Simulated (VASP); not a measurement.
Wanted: the native input for a VASP 6.6.1 run.

- Task: single point
- Functional: PBEsol
- Potentials or basis: VASP PAW PBE potentials, release 64 (In_d, Sb)
- Cutoff: 520 eV
- k mesh: 4 × 4 × 4
- Occupations: tetrahedron
- Spin: no spin polarisation
- Dipole correction: no
- Further INCAR settings: ALGO = Normal; EDIFF = 1e-06; NBANDS = 22

The structure of InSb3 lies in POSCAR:

```
InSb3
1.0
    0.0000000000      3.7945550000      3.7945550000
    3.7945550000      0.0000000000      3.7945550000
    3.7945550000      3.7945550000      0.0000000000
In Sb
1 3
Direct
    0.0000000000      0.0000000000      0.0000000000
    0.2500000000      0.2500000000      0.2500000000
    0.7500000000      0.7500000000      0.7500000000
    0.5000000000      0.5000000000      0.5000000000
```

These files were run (other wordings do the same):

INCAR

```
SYSTEM = InSb3
  PREC = Accurate
  ENCUT = 520
  EDIFF = 1E-6
  ISMEAR = -4
  SIGMA = 0.1
  LREAL = .False.
  LASPH = .True.
  NELM = 80
  ALGO = Normal
  ISIF = 2
  LWAVE = .False.
  LCHARG = .False.
  GGA = PS
  NBANDS = 22
```

KPOINTS

```
Automatic mesh
0
Gamma
  4 4 4
  0 0 0
```

Potentials or basis: VASP PAW PBE potentials, release 64 (In_d, Sb).

The run is started by

```sh
$ cat potpaw_PBE.64/In_d/POTCAR potpaw_PBE.64/Sb/POTCAR > POTCAR
$ mpirun -np 1 vasp_std > vasp.out
```

Results of the run:

```yaml
Pressure: -3.0 GPa
Band_gap_on_the_k_mesh: zero (band 14 reaches 9.01 eV, above the bottom of band 15 at 5.45 eV)
```

Caveat: the PAW data sets were made with another functional, which shifts forces and pressure a little; spin-orbit coupling is left out, which moves the levels of the heavy elements.

Wall time 40 s on 1 thread of AMD EPYC 7R13, on a shared host, peak memory 0.21 GiB.
